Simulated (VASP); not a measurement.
# NaCl (Fm-3m) in VASP: further runs

NaCl is run at these levels: PBE; tasks: single point.

All numbers are computed with VASP 6.6.1; they aren't measurements. Logs are shortened: lines on timing, memory, paths and dates and some standing lists are left out, and cuts for length are marked.

## 1. The cell of the first run

The structure is cubic, space group Fm-3m (No. 225). The conventional cell has a = 5.520 Å, b = 5.520 Å, c = 5.520 Å, α = 90.00°, β = 90.00°, γ = 90.00°. Within 3.6 Å of Na (site symmetry m-3m) lie 6 Cl at 2.76 Å. Within 3.6 Å of Cl (site symmetry m-3m) lie 6 Na at 2.76 Å.

## 2. Single point, PBE (21.03 Å³/atom)

Contents of INCAR:

```
SYSTEM = NaCl
PREC = Accurate ; ENCUT = 520
EDIFF = 1E-6 ; ISMEAR = 0
SIGMA = 0.02 ; LREAL = .FALSE.
LASPH = .TRUE. ; NELM = 80
ALGO = Normal ; ISIF = 2
LWAVE = .FALSE. ; LCHARG = .FALSE.
GGA = PE ; NBANDS = 14
```

Contents of KPOINTS:

```
regular mesh
0
G
  8 8 8
  0 0 0
```

Contents of POSCAR:

```
NaCl
1.0
    0.0000000000      2.7600247594      2.7600247594
    2.7600247594      0.0000000000      2.7600247594
    2.7600247594      2.7600247594      0.0000000000
Na Cl
1 1
Direct
    0.5000000000      0.5000000000      0.5000000000
    0.0000000000      0.0000000000      0.0000000000
```

Potentials or basis: VASP PAW PBE potentials, release 64 (Na_pv, Cl).

Run with:

```
$ cat potpaw_PBE.64/Na_pv/POTCAR potpaw_PBE.64/Cl/POTCAR > POTCAR
$ mpirun -np 1 vasp_std > vasp.out
```

OUTCAR:

```text
SYSTEM = NaCl
   PREC = Accurate
   ENCUT = 520
   EDIFF = 1E-6
   ISMEAR = 0
   LREAL = .FALSE.
   LASPH = .TRUE.
   NELM = 80
   ISIF = 2
   GGA = PE

 ion  position               nearest neighbor table
   1  0.500  0.500  0.500-
   2  0.000  0.000  0.000-

  LATTYP: Found a face centered cubic cell.
 ALAT       =     5.5200495188

  Lattice vectors:

 A1 = (   0.0000000000,   2.7600247594,   2.7600247594)
 A2 = (   2.7600247594,   0.0000000000,   2.7600247594)
 A3 = (   2.7600247594,   2.7600247594,   0.0000000000)

Analysis of symmetry for initial positions (statically):
=====================================================================
 Subroutine PRICEL returns:
 Original cell was already a primitive cell.

 Routine SETGRP: Setting up the symmetry group for a
 face centered cubic supercell.

 Subroutine GETGRP returns: Found 48 space group operations
 (whereof 48 operations were pure point group operations)
 out of a pool of 48 trial point group operations.

The static configuration has the point symmetry O_h .

Analysis of symmetry for dynamics (positions and initial velocities):
=====================================================================
 Subroutine PRICEL returns:
 Original cell was already a primitive cell.

 Routine SETGRP: Setting up the symmetry group for a
 face centered cubic supercell.

 Subroutine GETGRP returns: Found 48 space group operations
 (whereof 48 operations were pure point group operations)
 out of a pool of 48 trial point group operations.

The dynamic configuration has the point symmetry O_h .

 Subroutine INISYM returns: Found 48 space group operations
 (whereof 48 operations are pure point group operations),
 and found     1 'primitive' translations

----------------------------------------------------------------------------------------

                                     Primitive cell

  volume of cell :      42.0503

  direct lattice vectors                    reciprocal lattice vectors
     0.000000000  2.760024759  2.760024759    -0.181157795  0.181157795  0.181157795
     2.760024759  0.000000000  2.760024759     0.181157795 -0.181157795  0.181157795
     2.760024759  2.760024759  0.000000000     0.181157795  0.181157795 -0.181157795

  length of vectors
     3.903264447  3.903264447  3.903264447     0.313774505  0.313774505  0.313774505

  position of ions in fractional coordinates (direct lattice)
     0.500000000  0.500000000  0.500000000
     0.000000000  0.000000000  0.000000000

  ion indices of the primitive-cell ions
   primitive index   ion index
                 1           1
                 2           2

----------------------------------------------------------------------------------------

 KPOINTS: regular mesh

Automatic generation of k-mesh.
 Grid dimensions read from file:
 generate k-points for:    8    8    8

 Generating k-lattice:

  Cartesian coordinates                     Fractional coordinates (reciprocal lattice)
    -0.022644724  0.022644724  0.022644724     0.125000000  0.000000000  0.000000000
     0.022644724 -0.022644724  0.022644724     0.000000000  0.125000000  0.000000000
     0.022644724  0.022644724 -0.022644724     0.000000000  0.000000000  0.125000000

  Length of vectors
     0.039221813  0.039221813  0.039221813

  Shift w.r.t. Gamma in fractional coordinates (k-lattice)
     0.000000000  0.000000000  0.000000000

 Subroutine IBZKPT returns following result:
 ===========================================

 Found     29 irreducible k-points:

 Following reciprocal coordinates:
            Coordinates               Weight
  0.000000  0.000000  0.000000      1.000000
  0.125000  0.000000  0.000000      8.000000
  0.250000  0.000000  0.000000      8.000000
  0.375000  0.000000  0.000000      8.000000
  0.500000  0.000000  0.000000      4.000000
  0.125000  0.125000  0.000000      6.000000
[... 16 lines left out ...]
  0.500000  0.250000  0.125000     48.000000
 -0.375000  0.250000  0.125000     24.000000
 [... further k-points ...]
   k-points           NKPTS =     29   k-points in BZ     NKDIM =     29   number of bands    NBANDS=     14
   number of dos      NEDOS =    301   number of ions     NIONS =      2
   total plane-waves  NPLWV =  27000
   dimension x,y,z NGX =    30 NGY =   30 NGZ =   30
   dimension x,y,z NGXF=    60 NGYF=   60 NGZF=   60
   ions per type =               1   1
   NGX,Y,Z   is equivalent  to a cutoff of  12.78, 12.78, 12.78 a.u.
   NGXF,Y,Z  is equivalent  to a cutoff of  25.55, 25.55, 25.55 a.u.
 SYSTEM =  NaCl
   PREC   = accura    normal or accurate (medium, high low for compatibility)
   ISTART =      0    job   : 0-new  1-cont  2-samecut
   ICHARG =      2    charge: 1-file 2-atom 10-const
   ISPIN  =      1    spin polarized calculation?
   LNONCOLLINEAR =      F non collinear calculations
   LSORBIT =      F    spin-orbit coupling
   LASPH  =      T    aspherical Exc in radial PAW
   ENCUT  =  520.0 eV  38.22 Ry    6.18 a.u.   7.26  7.26  7.26*2*pi/ulx,y,z
   NELM   =     80;   NELMIN=  2; NELMDL= -5     # of ELM steps
   EDIFF  = 0.1E-05   stopping-criterion for ELM
   LREAL  =      F    real-space projection
   EDIFFG = 0.1E-04   stopping-criterion for IOM
   NSW    =      0    number of steps for IOM
   IBRION =     -1    ionic relax: 0-MD 1-quasi-New 2-CG
   NFREE  =      0    steps in history (QN), initial steepest desc. (CG)
   ISIF   =      2    stress and relaxation
   ISYM   =      2    0-nonsym 1-usesym 2-fastsym
   POTIM  = 0.5000    time-step for ionic-motion
   TEBEG  =    0.0;   TEEND  =   0.0 temperature during run
   PSTRESS=    0.0 pullay stress
   NELECT =      14.0000    total number of electrons
   NUPDOWN=      -1.0000    fix difference up-down
   EMIN   =  10.00;   EMAX   =-10.00  energy-range for DOS
   EFERMI =   0.00;   METHOD = LEGACY
   ISMEAR =     0;   SIGMA  =   0.02  broadening in eV -4-tet -1-fermi 0-gaus
   EFERMI_NEDOS =   21; number of points for ismear=-14 and -15
   IALGO  =     38    algorithm
   IMIX   =      4    mixing-type and parameters
     AMIX     =   0.40;   BMIX     =  1.00
     AMIX_MAG =   1.60;   BMIX_MAG =  1.00
  volume/ion in A,a.u.               =      21.03       141.88
  Fermi-wavevector in a.u.,A,eV,Ry     =   1.134648  2.144174 17.516499  1.287426
  Thomas-Fermi vector in A             =   2.271352
   LORBIT       =      0    0 simple, 1 ext, 2 COOP (PROOUT), +10 PAW based schemes
   GGA     = PE    functional components
   LHFCALC =     F    Hartree Fock is set to
   AEXX    =    0.0000 exact exchange contribution
   IVDW    =     0    specifies the selected vdW correction
   LEPSILON=     F    determine dielectric tensor
   LRPA    =     F    only Hartree local field effects (RPA)
 non-spin polarized calculation
 Gauss-broadening in eV      SIGMA  =   0.02
  energy-cutoff  :      520.00
  volume of cell :       42.05
 maximum number of plane-waves:      1158
 NGX is ok and might be reduce to    30
   NGX = 15   NGY = 15   NGZ = 15

 number of electron      14.0000009 magnetization

 Free energy of the ion-electron system (eV)
  ---------------------------------------------------
  ext. energy  EPLUGINS =         0.00000000
  ---------------------------------------------------
  free energy    TOTEN  =        -6.74455542 eV

  energy without entropy =       -6.74455542  energy(sigma->0) =       -6.74455542

 E-fermi :  -0.1587     XC(G=0):  -8.4456

 val. band max:       -0.3414968630   @ k =   0.0000   0.0000   0.0000
 cond. band min:       5.0261896456   @ k =   0.0000   0.0000   0.0000
 fundamental gap:      5.3676865086
 Fermi energy:        -0.1586617150

 k-point     1 :       0.0000    0.0000    0.0000
  band No.  band energies     occupation
      1     -21.0440      2.00000
      2     -21.0439      2.00000
      3     -21.0439      2.00000
      4     -13.1550      2.00000
      5      -0.3415      2.00000
      6      -0.3415      2.00000
      7      -0.3415      2.00000
      8       5.0262      0.00000
      9      10.8389      0.00000
     10      10.8389      0.00000
     11      10.8389      0.00000
     12      13.0860      0.00000
     13      13.0860      0.00000
     14      14.7997      0.00000

 k-point     2 :       0.1250    0.0000    0.0000
  band No.  band energies     occupation
      1     -21.0499      2.00000
      2     -21.0444      2.00000
      3     -21.0443      2.00000
      4     -13.0985      2.00000
      5      -0.7481      2.00000
      6      -0.3883      2.00000
      7      -0.3883      2.00000
      8       5.5481      0.00000
      9      10.3070      0.00000
     10      11.0483      0.00000
     11      11.0483      0.00000
     12      12.8485      0.00000
     13      12.8485      0.00000
     14      15.7920      0.00000

 k-point     3 :       0.2500    0.0000    0.0000
  band No.  band energies     occupation
      1     -21.0640      2.00000
      2     -21.0453      2.00000
      3     -21.0453      2.00000
      4     -12.9576      2.00000
      5      -1.5507      2.00000
      6      -0.4973      2.00000
      7      -0.4973      2.00000
      8       6.5229      0.00000
      9       9.8325      0.00000
     10      11.1834      0.00000
     11      11.1834      0.00000
     12      13.0873      0.00000
     13      13.0873      0.00000
     14      15.7936      0.00000
[... 324 lines left out ...]
 k-point    23 :       0.5000    0.2500    0.1250
  band No.  band energies     occupation
      1     -21.0727      2.00000
      2     -21.0540      2.00000
      3     -21.0485      2.00000
      4     -12.7569      2.00000
      5      -2.0377      2.00000
      6      -1.1068      2.00000
      7      -0.7464      2.00000
      8       8.0698      0.00000
      9       9.4615      0.00000
     10       9.7757      0.00000
     11      11.8199      0.00000
     12      13.6635      0.00000
     13      16.2064      0.00000
     14      16.5342      0.00000

 k-point    24 :      -0.3750    0.2500    0.1250
  band No.  band energies     occupation
      1     -21.0756      2.00000
      2     -21.0546      2.00000
      3     -21.0496      2.00000
      4     -12.7104      2.00000
      5      -2.1682      2.00000
      6      -1.1938      2.00000
      7      -0.8051      2.00000
      8       8.1526      0.00000
      9       9.4624      0.00000
     10      10.2020      0.00000
     11      11.6282      0.00000
     12      14.3447      0.00000
     13      15.7048      0.00000
     14      16.6808      0.00000

 [... further k-points ...]

------------------------ aborting loop because EDIFF is reached ----------------------------------------

  FORCE on cell =-STRESS in cart. coord.  units (eV):
  Direction    XX          YY          ZZ          XY          YZ          ZX
  --------------------------------------------------------------------------------------
  -------------------------------------------------------------------------------------
  Total        0.7209652      0.7209652      0.7209652      0.0000000     -0.0000000     -0.0000000
  in kB       27.4698305     27.4698305     27.4698305      0.0000000     -0.0000000     -0.0000000
  external PRESSURE =      27.4698305 kB  Pullay stress =       0.0000000 kB

 VOLUME and BASIS-vectors are now :
 -----------------------------------------------------------------------------
  energy-cutoff  :      520.00
  volume of cell :       42.05
      direct lattice vectors                 reciprocal lattice vectors
     0.000000000  2.760024759  2.760024759    -0.181157795  0.181157795  0.181157795
     2.760024759  0.000000000  2.760024759     0.181157795 -0.181157795  0.181157795
     2.760024759  2.760024759  0.000000000     0.181157795  0.181157795 -0.181157795

 POSITION                                       TOTAL-FORCE (eV/Angst)
 -----------------------------------------------------------------------------------
      2.76002      2.76002      2.76002        -0.000000      0.000000     -0.000000
      0.00000      0.00000      0.00000         0.000000     -0.000000      0.000000
 -----------------------------------------------------------------------------------
    total drift:                                0.000000      0.000000      0.000000

  FREE ENERGIE OF THE ION-ELECTRON SYSTEM (eV)
  ---------------------------------------------------
  free  energy   TOTEN  =        -6.7445554219 eV

  energy  without entropy=       -6.7445554219  energy(sigma->0) =       -6.74455542
```

It took 22 s on 1 thread of Intel Xeon 8259CL, shared host; peak memory 0.16 GiB.

What came out:

```yaml
Free_energy: -6.7446 eV
Pressure: 2.7 GPa
Band_gap_on_the_k_mesh: 5.37 eV
```

Levels at points of the mesh, in eV from the valence-band top:
```tsv
k point	band 4	band 5	band 6	band 7	band 8	band 9	band 10	band 11
(0.00, 0.00, 0.00)	-12.81	0.00	0.00	0.00	5.37	11.18	11.18	11.18
(0.50, 0.00, 0.00)	-12.40	-2.13	-0.30	-0.30	7.39	11.13	11.13	11.16
(0.50, 0.50, 0.00)	-12.35	-1.83	-0.66	-0.66	7.72	8.02	11.79	15.37
```

## 3. Single point, PBE (20.33 Å³/atom)

This run uses another cell than the first one, of 20.33 Å³/atom.

Contents of INCAR:

```
SYSTEM = NaCl
  PREC = Accurate
  ENCUT = 520
  EDIFF = 1E-6
  ISMEAR = 0
  SIGMA = 0.02
  LREAL = .False.
  LASPH = .True.
  NELM = 100
  ALGO = Normal
  ISIF = 2
  LWAVE = .False.
  LCHARG = .False.
  GGA = PE
  NBANDS = 14
```

Contents of KPOINTS:

```
Automatic mesh
0
Gamma
  8 8 8
  0 0 0
```

Contents of POSCAR:

```
NaCl
1.0
    0.0000000000      2.7293552791      2.7293552791
    2.7293552791      0.0000000000      2.7293552791
    2.7293552791      2.7293552791      0.0000000000
Na Cl
1 1
Direct
    0.5000000000      0.5000000000      0.5000000000
    0.0000000000      0.0000000000      0.0000000000
```

Potentials or basis: VASP PAW PBE potentials, release 64 (Na_pv, Cl).

Run with:

```
$ cat potpaw_PBE.64/Na_pv/POTCAR potpaw_PBE.64/Cl/POTCAR > POTCAR
$ mpirun -np 1 vasp_std > vasp.out
```

OUTCAR:

```text
SYSTEM = NaCl
   PREC = Accurate
   ENCUT = 520
   EDIFF = 1E-6
   ISMEAR = 0
   LREAL = .False.
   LASPH = .True.
   NELM = 100
   ISIF = 2
   GGA = PE

 ion  position               nearest neighbor table
   1  0.500  0.500  0.500-   2 2.73   2 2.73   2 2.73   2 2.73   2 2.73   2 2.73
   2  0.000  0.000  0.000-   1 2.73   1 2.73   1 2.73   1 2.73   1 2.73   1 2.73

  LATTYP: Found a face centered cubic cell.
 ALAT       =     5.4587105582

  Lattice vectors:

 A1 = (   0.0000000000,   2.7293552791,   2.7293552791)
 A2 = (   2.7293552791,   0.0000000000,   2.7293552791)
 A3 = (   2.7293552791,   2.7293552791,   0.0000000000)

Analysis of symmetry for initial positions (statically):
=====================================================================
 Subroutine PRICEL returns:
 Original cell was already a primitive cell.

 Routine SETGRP: Setting up the symmetry group for a
 face centered cubic supercell.

 Subroutine GETGRP returns: Found 48 space group operations
 (whereof 48 operations were pure point group operations)
 out of a pool of 48 trial point group operations.

The static configuration has the point symmetry O_h .

Analysis of symmetry for dynamics (positions and initial velocities):
[... 180 lines left out ...]
     12      13.3756      0.00000
     13      13.3756      0.00000
     14      15.1454      0.00000
[... 377 lines left out ...]
      1     -20.8106      2.00000
      2     -20.7858      2.00000
      3     -20.7800      2.00000
      4     -12.5370      2.00000
      5      -2.0495      2.00000
      6      -1.0278      2.00000
      7      -0.6178      2.00000
      8       8.4524      0.00000
      9       9.7972      0.00000
     10      10.5817      0.00000
     11      11.9662      0.00000
     12      14.7353      0.00000
     13      16.1545      0.00000
     14      17.1049      0.00000

 [... further k-points ...]

------------------------ aborting loop because EDIFF is reached ----------------------------------------

  FORCE on cell =-STRESS in cart. coord.  units (eV):
  Direction    XX          YY          ZZ          XY          YZ          ZX
  --------------------------------------------------------------------------------------
  -------------------------------------------------------------------------------------
  Total        1.0254902      1.0254902      1.0254902     -0.0000000      0.0000000      0.0000000
  in kB       40.4046991     40.4046991     40.4046991     -0.0000000      0.0000000      0.0000000
  external PRESSURE =      40.4046991 kB  Pullay stress =       0.0000000 kB

 VOLUME and BASIS-vectors are now :
 -----------------------------------------------------------------------------
  energy-cutoff  :      520.00
  volume of cell :       40.66
      direct lattice vectors                 reciprocal lattice vectors
     0.000000000  2.729355279  2.729355279    -0.183193446  0.183193446  0.183193446
     2.729355279  0.000000000  2.729355279     0.183193446 -0.183193446  0.183193446
     2.729355279  2.729355279  0.000000000     0.183193446  0.183193446 -0.183193446

 POSITION                                       TOTAL-FORCE (eV/Angst)
 -----------------------------------------------------------------------------------
      2.72936      2.72936      2.72936         0.000000     -0.000000      0.000000
      0.00000      0.00000      0.00000        -0.000000      0.000000     -0.000000
 -----------------------------------------------------------------------------------
    total drift:                                0.000000      0.000000      0.000000

  FREE ENERGIE OF THE ION-ELECTRON SYSTEM (eV)
  ---------------------------------------------------
  free  energy   TOTEN  =        -6.7149110816 eV

  energy  without entropy=       -6.7149110816  energy(sigma->0) =       -6.71491108
```

OSZICAR:

```text
N       E                     dE             d eps       ncg     rms          rms(c)
DAV:   1     0.869355052461E+02    0.86936E+02   -0.70581E+03   818   0.103E+03
DAV:   2    -0.495438306278E+00   -0.87431E+02   -0.79890E+02   862   0.272E+02
DAV:   3    -0.680785477262E+01   -0.63124E+01   -0.62629E+01  1034   0.638E+01
DAV:   4    -0.689723049698E+01   -0.89376E-01   -0.89320E-01   950   0.794E+00
DAV:   5    -0.689909482727E+01   -0.18643E-02   -0.18642E-02  1068   0.117E+00    0.220E+00
DAV:   6    -0.672179152534E+01    0.17730E+00   -0.28196E-01   996   0.331E+00    0.166E+00
DAV:   7    -0.671003144400E+01    0.11760E-01   -0.79820E-02  1058   0.172E+00    0.113E+00
DAV:   8    -0.671494522668E+01   -0.49138E-02   -0.87755E-03   920   0.847E-01    0.301E-01
DAV:   9    -0.671482835558E+01    0.11687E-03   -0.20720E-04  1046   0.118E-01    0.143E-01
DAV:  10    -0.671491599392E+01   -0.87638E-04   -0.20717E-04   938   0.132E-01    0.451E-02
DAV:  11    -0.671491069355E+01    0.53004E-05   -0.12775E-05  1034   0.388E-02    0.808E-03
DAV:  12    -0.671491108158E+01   -0.38804E-06   -0.13884E-06   968   0.128E-02
   1 F= -.67149111E+01 E0= -.67149111E+01  d E =-.992723E-18
```

It took 21 s on 1 thread of Intel Xeon 8259CL, shared host; peak memory 0.16 GiB.

Results:

```
Free energy            : -6.7149 eV
Pressure               : 4.0 GPa
Band gap on the k mesh : 5.51 eV
```

Caveat: the cell stands under pressure.
